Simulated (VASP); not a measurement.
# Si (P6_3/mmc) in VASP: a series of runs, part 2 of 2

VASP 6.6.1.

## 3. Single point, PBE (uniaxial z strain -5.2%)

Input file INCAR:

```
SYSTEM = Si
ALGO = Normal ; EDIFF = 1E-7
ENCUT = 520 ; GGA = PE
ISIF = 2 ; ISMEAR = -1
LASPH = .True. ; LCHARG = .True.
LELF = .True. ; LREAL = .False.
LVHAR = .True. ; LWAVE = .False.
NBANDS = 16 ; NELM = 100
PREC = Accurate ; SIGMA = 0.02
```

Input file KPOINTS:

```
k-points
0
Gamma
  12 12 4
  0 0 0
```

Input file POSCAR:

```
Si
1.0
    3.8321295414      0.0000000000      0.0000000000
   -1.9160647707      3.3187215334      0.0000000000
    0.0000000000      0.0000000000      6.0108394873
Si
4
Direct
    0.3333333333      0.6666666667     -0.0033707419
    0.6666666667      0.3333333333      0.4966292581
    0.3333333333      0.6666666667      0.3783707419
    0.6666666667      0.3333333333      0.8783707419
```

Potentials or basis: VASP PAW PBE potentials, release 64 (Si).

Run with:

```console
> cat potpaw_PBE.64/Si/POTCAR > POTCAR
> mpirun -np 1 vasp_std > vasp.out
```

OUTCAR:

```text
SYSTEM = Si
   EDIFF = 1E-7
   ENCUT = 520
   GGA = PE
   ISIF = 2
   ISMEAR = -1
   LASPH = .True.
   LREAL = .False.
   NELM = 100
   PREC = Accurate

 ion  position               nearest neighbor table
   1  0.333  0.667  0.997-   3 2.29   4 2.32   4 2.32   4 2.32
   2  0.667  0.333  0.497-   4 2.29   3 2.32   3 2.32   3 2.32
   3  0.333  0.667  0.378-   1 2.29   2 2.32   2 2.32   2 2.32
   4  0.667  0.333  0.878-   2 2.29   1 2.32   1 2.32   1 2.32

  LATTYP: Found a hexagonal cell.
 ALAT       =     3.8321295414
 C/A-ratio  =     1.5685376557

  Lattice vectors:

 A1 = (   3.8321295414,   0.0000000000,   0.0000000000)
 A2 = (  -1.9160647707,   3.3187215334,   0.0000000000)
 A3 = (   0.0000000000,   0.0000000000,   6.0108394873)

Analysis of symmetry for initial positions (statically):
=====================================================================
 Subroutine PRICEL returns:
 Original cell was already a primitive cell.

 Routine SETGRP: Setting up the symmetry group for a
 hexagonal supercell.

 Subroutine GETGRP returns: Found 24 space group operations
 (whereof  6 operations were pure point group operations)
 out of a pool of 24 trial point group operations.

The static configuration has the point symmetry C_3v.
 The point group associated with its full space group is D_6h.

Analysis of symmetry for dynamics (positions and initial velocities):
=====================================================================
 Subroutine PRICEL returns:
 Original cell was already a primitive cell.

 Routine SETGRP: Setting up the symmetry group for a
 hexagonal supercell.

 Subroutine GETGRP returns: Found 24 space group operations
 (whereof  6 operations were pure point group operations)
 out of a pool of 24 trial point group operations.

The dynamic configuration has the point symmetry C_3v.
 The point group associated with its full space group is D_6h.

 Subroutine INISYM returns: Found 24 space group operations
 (whereof  6 operations are pure point group operations),
 and found     1 'primitive' translations

----------------------------------------------------------------------------------------

                                     Primitive cell

  volume of cell :      76.4445

  direct lattice vectors                    reciprocal lattice vectors
     3.832129541  0.000000000  0.000000000     0.260951513  0.150660426  0.000000000
    -1.916064771  3.318721533  0.000000000     0.000000000  0.301320852  0.000000000
     0.000000000  0.000000000  6.010839487     0.000000000  0.000000000  0.166366113

  length of vectors
     3.832129541  3.832129541  6.010839487     0.301320852  0.301320852  0.166366113

  position of ions in fractional coordinates (direct lattice)
     0.333333333  0.666666667  0.996629258
     0.666666667  0.333333333  0.496629258
     0.333333333  0.666666667  0.378370742
     0.666666667  0.333333333  0.878370742

  ion indices of the primitive-cell ions
   primitive index   ion index
                 1           1
                 2           2
                 3           3
                 4           4

----------------------------------------------------------------------------------------

 KPOINTS: k-points

Automatic generation of k-mesh.
 Grid dimensions read from file:
[... 23 lines left out ...]
  0.083333  0.000000  0.000000      6.000000
  0.166667  0.000000  0.000000      6.000000
  0.250000  0.000000  0.000000      6.000000
  0.333333  0.000000  0.000000      6.000000
  0.416667  0.000000  0.000000      6.000000
[... 16 lines left out ...]
  0.250000  0.000000  0.250000     12.000000
  0.333333  0.000000  0.250000     12.000000
 [... further k-points ...]
   k-points           NKPTS =     57   k-points in BZ     NKDIM =     57   number of bands    NBANDS=     16
   number of dos      NEDOS =    301   number of ions     NIONS =      4
   total plane-waves  NPLWV =  43200
   dimension x,y,z NGX =    30 NGY =   30 NGZ =   48
   dimension x,y,z NGXF=    60 NGYF=   60 NGZF=   96
   ions per type =               4
   NGX,Y,Z   is equivalent  to a cutoff of  13.01, 13.01, 13.28 a.u.
   NGXF,Y,Z  is equivalent  to a cutoff of  26.03, 26.03, 26.55 a.u.
 SYSTEM =  Si
   PREC   = accura    normal or accurate (medium, high low for compatibility)
   ISTART =      0    job   : 0-new  1-cont  2-samecut
   ICHARG =      2    charge: 1-file 2-atom 10-const
   ISPIN  =      1    spin polarized calculation?
   LNONCOLLINEAR =      F non collinear calculations
   LSORBIT =      F    spin-orbit coupling
   LASPH  =      T    aspherical Exc in radial PAW
   ENCUT  =  520.0 eV  38.22 Ry    6.18 a.u.   7.13  7.13 11.18*2*pi/ulx,y,z
   NELM   =    100;   NELMIN=  2; NELMDL= -5     # of ELM steps
   EDIFF  = 0.1E-06   stopping-criterion for ELM
   LREAL  =      F    real-space projection
   EDIFFG = 0.1E-05   stopping-criterion for IOM
   NSW    =      0    number of steps for IOM
   IBRION =     -1    ionic relax: 0-MD 1-quasi-New 2-CG
   NFREE  =      0    steps in history (QN), initial steepest desc. (CG)
   ISIF   =      2    stress and relaxation
   ISYM   =      2    0-nonsym 1-usesym 2-fastsym
   POTIM  = 0.5000    time-step for ionic-motion
   TEBEG  =    0.0;   TEEND  =   0.0 temperature during run
   PSTRESS=    0.0 pullay stress
   NELECT =      16.0000    total number of electrons
   NUPDOWN=      -1.0000    fix difference up-down
   EMIN   =  10.00;   EMAX   =-10.00  energy-range for DOS
   EFERMI =   0.00;   METHOD = LEGACY
   ISMEAR =    -1;   SIGMA  =   0.02  broadening in eV -4-tet -1-fermi 0-gaus
   EFERMI_NEDOS =   21; number of points for ismear=-14 and -15
   IALGO  =     38    algorithm
   IMIX   =      4    mixing-type and parameters
     AMIX     =   0.40;   BMIX     =  1.00
     AMIX_MAG =   1.60;   BMIX_MAG =  1.00
  volume/ion in A,a.u.               =      19.11       128.97
  Fermi-wavevector in a.u.,A,eV,Ry     =   0.972000  1.836813 12.854558  0.944783
  Thomas-Fermi vector in A             =   2.102263
   LORBIT       =      0    0 simple, 1 ext, 2 COOP (PROOUT), +10 PAW based schemes
   GGA     = PE    functional components
   LHFCALC =     F    Hartree Fock is set to
   AEXX    =    0.0000 exact exchange contribution
   IVDW    =     0    specifies the selected vdW correction
   LEPSILON=     F    determine dielectric tensor
   LRPA    =     F    only Hartree local field effects (RPA)
 non-spin polarized calculation
  energy-cutoff  :      520.00
  volume of cell :       76.44
 maximum number of plane-waves:      2085
 NGX is ok and might be reduce to    30
   NGX = 15   NGY = 15   NGZ = 23

 number of electron      16.0000000 magnetization

 Free energy of the ion-electron system (eV)
  ---------------------------------------------------
  ext. energy  EPLUGINS =         0.00000000
  ---------------------------------------------------
  free energy    TOTEN  =       -21.46830237 eV

  energy without entropy =      -21.46817658  energy(sigma->0) =      -21.46823948

 E-fermi :   6.5552     XC(G=0):  -9.5830

 val. band max:        6.5319136152   @ k =   0.0000   0.0000   0.0000
 cond. band min:       6.5998316316   @ k =   0.5000   0.0000   0.0000
 fundamental gap:      0.0679180163
 Fermi energy:         6.5551683370

 k-point     1 :       0.0000    0.0000    0.0000
  band No.  band energies     occupation
      1      -5.9983      2.00000
      2      -3.2846      2.00000
      3      -0.7902      2.00000
      4       4.6570      2.00000
      5       4.6570      2.00000
      6       6.4848      1.94241
[... 433 lines left out ...]
      3      -0.3966      2.00000
      4       1.4749      2.00000
      5       2.1955      2.00000
      6       3.5979      2.00000
[... 8 lines left out ...]
     15      13.4403      0.00000
     16      13.7733      0.00000

 [... further k-points ...]

------------------------ aborting loop because EDIFF is reached ----------------------------------------

  FORCE on cell =-STRESS in cart. coord.  units (eV):
  Direction    XX          YY          ZZ          XY          YZ          ZX
  --------------------------------------------------------------------------------------
  -------------------------------------------------------------------------------------
  Total        1.7239927      1.7239927      6.4817719      0.0000000      0.0000000      0.0000000
  in kB       36.1326552     36.1326552    135.8495496      0.0000000      0.0000000      0.0000000
  external PRESSURE =      69.3716200 kB  Pullay stress =       0.0000000 kB

 VOLUME and BASIS-vectors are now :
 -----------------------------------------------------------------------------
  energy-cutoff  :      520.00
  volume of cell :       76.44
      direct lattice vectors                 reciprocal lattice vectors
     3.832129541  0.000000000  0.000000000     0.260951513  0.150660426  0.000000000
    -1.916064771  3.318721533  0.000000000     0.000000000  0.301320852  0.000000000
     0.000000000  0.000000000  6.010839487     0.000000000  0.000000000  0.166366113

 POSITION                                       TOTAL-FORCE (eV/Angst)
 -----------------------------------------------------------------------------------
     -0.00000      2.21248      5.99058        -0.000000      0.000000     -0.044808
      1.91606      1.10624      2.98516         0.000000     -0.000000     -0.044808
     -0.00000      2.21248      2.27433        -0.000000      0.000000      0.044808
      1.91606      1.10624      5.27975         0.000000     -0.000000      0.044808
 -----------------------------------------------------------------------------------
    total drift:                               -0.000000      0.000000     -0.000000

  FREE ENERGIE OF THE ION-ELECTRON SYSTEM (eV)
  ---------------------------------------------------
  free  energy   TOTEN  =       -21.4683023739 eV

  energy  without entropy=      -21.4681765833  energy(sigma->0) =      -21.46823948
```

OSZICAR:

```text
N       E                     dE             d eps       ncg     rms          rms(c)
DAV:   1     0.258824162345E+02    0.25882E+02   -0.60036E+03  1824   0.826E+02
DAV:   2    -0.201130407559E+02   -0.45995E+02   -0.41798E+02  2504   0.122E+02
DAV:   3    -0.218813681391E+02   -0.17683E+01   -0.17556E+01  2504   0.224E+01
DAV:   4    -0.219009898261E+02   -0.19622E-01   -0.19618E-01  2240   0.303E+00
DAV:   5    -0.219013308520E+02   -0.34103E-03   -0.34088E-03  2496   0.375E-01    0.733E+00
DAV:   6    -0.215985677773E+02    0.30276E+00   -0.12628E-01  2120   0.171E+00    0.448E+00
DAV:   7    -0.214656870297E+02    0.13288E+00   -0.25596E-01  2264   0.252E+00    0.303E-01
DAV:   8    -0.214676918022E+02   -0.20048E-02   -0.19293E-02  2208   0.725E-01    0.130E-01
DAV:   9    -0.214681328373E+02   -0.44104E-03   -0.72152E-04  2408   0.157E-01    0.931E-02
DAV:  10    -0.214682854875E+02   -0.15265E-03   -0.16316E-04  2136   0.636E-02    0.216E-02
DAV:  11    -0.214683000716E+02   -0.14584E-04   -0.24665E-05  2368   0.262E-02    0.128E-02
DAV:  12    -0.214683020925E+02   -0.20209E-05   -0.22899E-06  2216   0.850E-03    0.418E-03
DAV:  13    -0.214683023521E+02   -0.25966E-06   -0.73139E-07  2272   0.439E-03    0.111E-03
DAV:  14    -0.214683023739E+02   -0.21807E-07   -0.49239E-08  1744   0.139E-03
   1 F= -.21468302E+02 E0= -.21468239E+02  d E =-.125791E-03
```

It took 2.1 min on 1 thread of Intel Xeon 8259CL, shared host; peak memory 0.21 GiB.

What came out:

| Quantity | Value |
| --- | --- |
| Free energy | -21.4683 eV |
| Pressure | 6.9 GPa |
| Largest force | 0.045 eV/Å |
| Band gap on the k mesh | 0.07 eV (least direct gap 0.56 eV) |

Forces in eV/Å, atoms in the order of the input:
```
Si   0.000  0.000 -0.045
Si   0.000  0.000 -0.045
Si   0.000  0.000  0.045
Si   0.000  0.000  0.045
```

Stress tensor (GPa, compression positive):
```
 3.61  0.00  0.00
 0.00  3.61  0.00
 0.00  0.00 13.58
```

Levels at points of the mesh, in eV from the valence-band top:
```
           k point  band 4  band 5  band 6  band 7  band 8  band 9  band 10  band 11  band 12  band 13
(0.00, 0.00, 0.00)   -1.87   -1.87   -0.05   -0.05    0.00    0.56     1.77     1.77     3.14     4.06
(0.50, 0.00, 0.00)   -5.90   -4.83   -3.40   -3.08   -1.45    0.07     2.48     3.06     3.32     5.38
(0.00, 0.00, 0.50)   -3.92   -1.18   -1.18   -1.18   -1.18    1.51     1.51     2.83     2.83     2.83
(0.50, 0.00, 0.50)   -7.46   -2.66   -2.66   -2.22   -2.22    0.94     0.94     1.82     1.82     5.95
```

Caveat: the cell differs from its parent crystal (uniaxial z strain -5.2%); the cell stands under pressure. A k mesh can miss the band edges.

## 4. Single point, r2SCAN (strain -2.1%)

Input file POSCAR:

```
Si
1.0
    3.7505051821      0.0000000000      0.0000000000
   -1.8752525911      3.2480327647      0.0000000000
    0.0000000000      0.0000000000      6.2061489674
Si
4
Direct
    0.3333333333      0.6666666667      0.0007257276
    0.6666666667      0.3333333333      0.5007257276
    0.3333333333      0.6666666667      0.3742742724
    0.6666666667      0.3333333333      0.8742742724
```

Input file INCAR.step1:

```
SYSTEM = Si
  ALGO = Normal
  EDIFF = 1E-4
  ENCUT = 520
  GGA = PE
  ISMEAR = 0
  LASPH = .True.
  LCHARG = .False.
  LREAL = .False.
  LWAVE = .True.
  NBANDS = 16
  NELM = 60
  PREC = Accurate
  SIGMA = 0.01
```

Input file INCAR.step2:

```
SYSTEM = Si
  ALGO = Normal
  EDIFF = 1E-7
  ENCUT = 520
  ISIF = 2
  ISMEAR = 0
  ISTART = 1
  LASPH = .True.
  LCHARG = .True.
  LELF = .True.
  LMIXTAU = .True.
  LREAL = .False.
  LVHAR = .True.
  LWAVE = .False.
  METAGGA = R2SCAN
  NBANDS = 16
  NELM = 60
  PREC = Accurate
  SIGMA = 0.01
```

KPOINTS is that of step 3.

Run with:

```console
> cat potpaw_PBE.64/Si/POTCAR > POTCAR
> cp INCAR.step1 INCAR
> mpirun -np 1 vasp_std > vasp.out
> cp INCAR.step2 INCAR
> mpirun -np 1 vasp_std > vasp.out
```

It took 5.5 min on 1 thread of Intel Xeon 8259CL, shared host; peak memory 0.21 GiB.

Results (log left out):

| Quantity | Value |
| --- | --- |
| Free energy | -34.9508 eV |
| Pressure | 6.9 GPa |
| Band gap on the k mesh | 0.47 eV (least direct gap 1.56 eV) |

Stress tensor (GPa, compression positive):
```
6.81 0.00 0.00
0.00 6.81 0.00
0.00 0.00 7.07
```

Levels at points of the mesh, in eV from the valence-band top:
| k point | band 6 | band 7 | band 8 | band 9 | band 10 | band 11 |
| --- | --- | --- | --- | --- | --- | --- |
| (0.00, 0.00, 0.00) | -0.44 | 0.00 | 0.00 | 1.56 | 2.12 | 2.12 |
| (0.50, 0.00, 0.00) | -3.44 | -3.37 | -1.62 | 0.47 | 2.71 | 3.14 |
| (0.00, 0.00, 0.50) | -1.05 | -1.05 | -1.05 | 2.33 | 2.33 | 3.18 |
| (0.50, 0.00, 0.50) | -2.74 | -2.73 | -2.73 | 1.14 | 1.14 | 1.76 |

Caveat: the cell differs from its parent crystal (strain -2.1%); the cell stands under pressure; the PAW data sets were made with another functional, which shifts forces and pressure a little. A k mesh can miss the band edges.

## 5. Overview

```tsv
level	cell	smearing	gap on the mesh (eV)	pressure (GPa)
PBE	a = 3.751, b = 3.751, c = 6.206 Å, angles 90.0, 90.0, 120.0°, 4 atoms, strain -2.1%	fermi-dirac 0.02 eV	0.27	8.1
PBE	a = 3.832, b = 3.832, c = 6.011 Å, angles 90.0, 90.0, 120.0°, 4 atoms, uniaxial z strain -5.2%	fermi-dirac 0.02 eV	0.07	6.9
r2SCAN	a = 3.751, b = 3.751, c = 6.206 Å, angles 90.0, 90.0, 120.0°, 4 atoms, strain -2.1%	gaussian 0.01 eV	0.47	6.9
```

Alike in all rows: task single point; potentials or basis VASP PAW PBE potentials, release 64 (Si); no spin polarisation; k mesh 12 × 12 × 4; cutoff (eV) 520.

Caveats: the cell stands under pressure; the PAW data sets were made with another functional, which shifts forces and pressure a little (at least some runs).

Total energies depend on the potentials used, so only differences within one code and one set of settings carry meaning.
